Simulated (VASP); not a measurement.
A run of VASP 6.6.1 is set up as follows.

File INCAR:

```
PREC = Accurate
ENCUT = 600
EDIFF = 1E-7
ISMEAR = 0
SIGMA = 0.1
LREAL = False
LASPH = True
NELM = 60
ALGO = Normal
ISIF = 3
LWAVE = False
LCHARG = False
GGA = PE
IBRION = 2
NSW = 90
EDIFFG = -0.04
```

KPOINTS

```
Automatic mesh
0
Gamma
  6 6 4
```

POSCAR

```
Ca2Zr2N
1.0
    4.0284186100      0.0000000000      0.0000000000
   -2.0142093000      3.4887128500      0.0000000000
    0.0000000000      0.0000000000      6.7392016900
Ca Zr N
2 2 1
Direct
    0.0000000000      0.0000000000      0.7465140600
    0.0000000000      0.0000000000      0.2534859400
    0.3333333300      0.6666666700      0.5000000000
    0.6666666700      0.3333333300      0.5000000000
    0.0000000000      0.0000000000      0.5000000000
```

Potentials or basis: VASP PAW PBE potentials, release 64 (Ca_sv, Zr_sv, N).

Launch:

```sh
$ cat potpaw_PBE.64/Ca_sv/POTCAR potpaw_PBE.64/Zr_sv/POTCAR potpaw_PBE.64/N/POTCAR > POTCAR
$ mpirun -np 1 vasp_std > vasp.out
```

Q: Estimate the space group after relaxing (to 0.05 Å).

A: P6/mmm (No. 191).

Q: Predict the relaxed volume.

A: 29.51 Å³/atom.

Q: What does it give for the relaxed cell?

A: a = 4.417 Å, b = 4.417 Å, c = 8.735 Å, α = 90.00°, β = 90.00°, γ = 120.00°.

Forces in eV/Å, atoms in the order of the input:
```
Ca   0.000  0.000  0.022
Ca   0.000  0.000 -0.022
Zr   0.000  0.000  0.000
Zr   0.000  0.000  0.000
N    0.000  0.000  0.000
```

Caveat: the volume moved by over 15 % at a fixed basis, so the end points are rough.
